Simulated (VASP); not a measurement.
A run of VASP 6.6.1:

The input INCAR:

```
ALGO = Fast
EDIFF = 1E-6
EDIFFG = -0.001
ENCUT = 600
GGA = PS
IBRION = 2
ISIF = 4
ISMEAR = -1
LASPH = T
LCHARG = F
LREAL = F
LWAVE = F
NELM = 60
NSW = 80
PREC = Accurate
SIGMA = 0.15
```

Contents of KPOINTS:

```
k-points
0
Gamma
  18 18 10
```

File POSCAR:

```
Ag
1.0
    2.8449365043      0.0000000000      0.0000000000
   -1.4224682521      2.4637872848      0.0000000000
    0.0000000000      0.0000000000      4.6687268173
Ag
2
Direct
    0.3333333333      0.6666666667      0.2500000000
    0.6666666667      0.3333333333      0.7500000000
```

Potentials or basis: VASP PAW PBE potentials, release 64 (Ag).

Run with:

```sh
$ cat potpaw_PBE.64/Ag/POTCAR > POTCAR
$ mpirun -np 1 vasp_std > vasp.out
```

Hardware: 1 thread of Intel(R) Xeon(R) 6975P-C (Granite Rapids), on a shared host.

How long does it take, and how much memory?

Run time: 58 s on 1 thread of Intel(R) Xeon(R) 6975P-C (Granite Rapids), with other jobs on the host, peak memory 0.24 GiB. Counts: scf iterations 15, k points 222, ion steps 2.
